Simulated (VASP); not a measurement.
# NaCl (Fm-3m) in VASP: settings compared, part 2 of 2

VASP 6.6.1. The steps go on from the part before.

**3. Single point, PBE**

This run uses another cell than the first one, of 22.02 Å³/atom.

INCAR reads:

```
SYSTEM = NaCl
PREC     = Accurate       ! precision mode
ENCUT    = 520            ! plane-wave cutoff, eV
EDIFF    = 1E-6           ! SCF threshold, eV
ISMEAR   = 0              ! smearing method
SIGMA    = 0.01           ! smearing width, eV
LREAL    = .False.        ! projectors in reciprocal space
LASPH    = .True.         ! aspherical terms in the spheres
NELM     = 60             ! most SCF steps
ALGO     = Normal         ! electronic algorithm
ISIF     = 2              ! what is computed and relaxed
LWAVE    = .False.        ! write WAVECAR
LCHARG   = .False.        ! write CHGCAR
GGA      = PE             ! functional
NBANDS   = 14             ! bands
```

KPOINTS reads:

```
regular mesh
0
Gamma
  8 8 8
  0 0 0
```

POSCAR reads:

```
NaCl
1.0
    0.0000000000      2.8026987877      2.8026987877
    2.8026987877      0.0000000000      2.8026987877
    2.8026987877      2.8026987877      0.0000000000
Na Cl
1 1
Direct
    0.0000000000      0.0000000000      0.0000000000
    0.5000000000      0.5000000000      0.5000000000
```

Potentials or basis: VASP PAW PBE potentials, release 64 (Na_pv, Cl).

Started as:

```console
$ cat potpaw_PBE.64/Na_pv/POTCAR potpaw_PBE.64/Cl/POTCAR > POTCAR
$ mpirun -np 1 vasp_std > vasp.out
```

OUTCAR:

```text
SYSTEM = NaCl
   PREC = Accurate
   ENCUT = 520
   EDIFF = 1E-6
   ISMEAR = 0
   LREAL = .False.
   LASPH = .True.
   NELM = 60
   ISIF = 2
   GGA = PE

 ion  position               nearest neighbor table
   1  0.000  0.000  0.000-
   2  0.500  0.500  0.500-

  LATTYP: Found a face centered cubic cell.
 ALAT       =     5.6053975754

  Lattice vectors:

 A1 = (   0.0000000000,   2.8026987877,   2.8026987877)
[... 592 lines left out ...]

 [... further k-points ...]

------------------------ aborting loop because EDIFF is reached ----------------------------------------

  FORCE on cell =-STRESS in cart. coord.  units (eV):
  Direction    XX          YY          ZZ          XY          YZ          ZX
  --------------------------------------------------------------------------------------
  -------------------------------------------------------------------------------------
  Total        0.3417846      0.3417846      0.3417846      0.0000000     -0.0000000      0.0000000
  in kB       12.4366610     12.4366610     12.4366610      0.0000000     -0.0000000      0.0000000
  external PRESSURE =      12.4366610 kB  Pullay stress =       0.0000000 kB

 VOLUME and BASIS-vectors are now :
 -----------------------------------------------------------------------------
  energy-cutoff  :      520.00
  volume of cell :       44.03
      direct lattice vectors                 reciprocal lattice vectors
     0.000000000  2.802698788  2.802698788    -0.178399478  0.178399478  0.178399478
     2.802698788  0.000000000  2.802698788     0.178399478 -0.178399478  0.178399478
     2.802698788  2.802698788  0.000000000     0.178399478  0.178399478 -0.178399478

 POSITION                                       TOTAL-FORCE (eV/Angst)
 -----------------------------------------------------------------------------------
      0.00000      0.00000      0.00000        -0.000000     -0.000000     -0.000000
      2.80270      2.80270      2.80270         0.000000      0.000000      0.000000
 -----------------------------------------------------------------------------------
    total drift:                               -0.000000      0.000000      0.000000

  FREE ENERGIE OF THE ION-ELECTRON SYSTEM (eV)
  ---------------------------------------------------
  free  energy   TOTEN  =        -6.7694219218 eV

  energy  without entropy=       -6.7694219218  energy(sigma->0) =       -6.76942192
```

OSZICAR:

```text
N       E                     dE             d eps       ncg     rms          rms(c)
DAV:   1     0.101852885079E+03    0.10185E+03   -0.70565E+03   812   0.989E+02
DAV:   2     0.130579143838E+01   -0.10055E+03   -0.92471E+02   924   0.280E+02
DAV:   3    -0.683239553695E+01   -0.81382E+01   -0.80917E+01  1028   0.726E+01
DAV:   4    -0.696136135075E+01   -0.12897E+00   -0.12891E+00   980   0.985E+00
DAV:   5    -0.696413744696E+01   -0.27761E-02   -0.27759E-02  1022   0.147E+00    0.216E+00
DAV:   6    -0.677535996510E+01    0.18878E+00   -0.31134E-01   998   0.327E+00    0.161E+00
DAV:   7    -0.676388566893E+01    0.11474E-01   -0.81011E-02  1072   0.165E+00    0.110E+00
DAV:   8    -0.676944360718E+01   -0.55579E-02   -0.97837E-03   920   0.856E-01    0.304E-01
DAV:   9    -0.676932159128E+01    0.12202E-03   -0.21933E-04   998   0.115E-01    0.162E-01
DAV:  10    -0.676943241983E+01   -0.11083E-03   -0.30751E-04   932   0.140E-01    0.661E-02
DAV:  11    -0.676942180196E+01    0.10618E-04   -0.19450E-05  1034   0.417E-02    0.143E-02
DAV:  12    -0.676942192176E+01   -0.11980E-06   -0.22429E-06   932   0.142E-02
   1 F= -.67694219E+01 E0= -.67694219E+01  d E =-.565854E-25
```

It took 25 s on 1 thread of AMD EPYC 7R43 (Zen 3), shared host; peak memory 0.13 GiB.

Results:

- Free energy: -6.7694 eV
- Pressure: 1.2 GPa
- Band gap on the k mesh: 5.18 eV

Levels at points of the mesh, in eV from the valence-band top:
```csv
k point,band 3,band 4,band 5,band 6,band 7,band 8,band 9,band 10,band 11,band 12
"(0.00, 0.00, 0.00)",-20.78,-12.70,0.00,0.00,0.00,5.18,11.14,11.14,11.14,13.32
"(0.50, 0.00, 0.00)",-20.79,-12.34,-1.98,-0.27,-0.27,7.31,10.78,11.02,11.02,15.11
"(0.50, 0.50, 0.00)",-20.79,-12.30,-1.71,-0.61,-0.61,7.59,8.06,11.45,14.94,14.94
```

**4. Single point, r2SCAN**

This run uses another cell than the first one, of 22.02 Å³/atom.

POSCAR is that of step 3.

INCAR.step1 reads:

```
SYSTEM = NaCl
  ALGO = Normal
  EDIFF = 1E-4
  ENCUT = 520
  GGA = PE
  ISMEAR = 0
  LASPH = .TRUE.
  LCHARG = .FALSE.
  LREAL = .FALSE.
  LWAVE = .TRUE.
  NBANDS = 14
  NELM = 60
  PREC = Accurate
  SIGMA = 0.01
```

INCAR.step2 reads:

```
SYSTEM = NaCl
  ALGO = Normal
  EDIFF = 1E-6
  ENCUT = 520
  ISIF = 2
  ISMEAR = 0
  ISTART = 1
  LASPH = .TRUE.
  LCHARG = .FALSE.
  LMIXTAU = .TRUE.
  LREAL = .FALSE.
  LWAVE = .FALSE.
  METAGGA = R2SCAN
  NBANDS = 14
  NELM = 60
  PREC = Accurate
  SIGMA = 0.01
```

KPOINTS reads:

```
k-points
0
G
  8 8 8
  0 0 0
```

Started as:

```console
$ cat potpaw_PBE.64/Na_pv/POTCAR potpaw_PBE.64/Cl/POTCAR > POTCAR
$ cp INCAR.step1 INCAR
$ mpirun -np 1 vasp_std > vasp.out
$ cp INCAR.step2 INCAR
$ mpirun -np 1 vasp_std > vasp.out
```

Run time: 2.2 min. Hardware: 1 thread of AMD EPYC 7R43 (Zen 3), shared host; peak memory 0.13 GiB.

The run converged. Its results:

| Item | Value |
| --- | --- |
| Free energy | -13.7901 eV |
| Pressure | -0.1 GPa |
| Band gap on the k mesh | 6.00 eV |

Levels at points of the mesh, in eV from the valence-band top:
```csv
k point,band 5,band 6,band 7,band 8,band 9,band 10
"(0.00, 0.00, 0.00)",0.00,0.00,0.00,6.00,11.78,11.78
"(0.50, 0.00, 0.00)",-1.98,-0.29,-0.29,7.98,11.77,11.81
"(0.50, 0.50, 0.00)",-1.73,-0.63,-0.63,8.50,8.60,12.35
```

Caveat: the PAW data sets were made with another functional, which shifts forces and pressure a little. A k mesh can miss the band edges.

**5. The runs side by side**

```csv
level,cell,k mesh,gap on the mesh (eV),pressure (GPa)
r2SCAN,"a = 4.041 Å, angles 60.0°, 2 atoms",6 × 6 × 6,5.76,-1.6
PBE,"a = 3.964 Å, angles 60.0°, 2 atoms",8 × 8 × 8,5.18,1.2
r2SCAN,"a = 3.964 Å, angles 60.0°, 2 atoms",8 × 8 × 8,6.00,-0.1
```

Alike in all rows: task single point; potentials or basis VASP PAW PBE potentials, release 64 (Na_pv, Cl); no spin polarisation; cutoff (eV) 520; smearing gaussian 0.01 eV.

Caveats: the PAW data sets were made with another functional, which shifts forces and pressure a little (at least some runs).

Absolute energies hang on the potentials; compare differences alone.
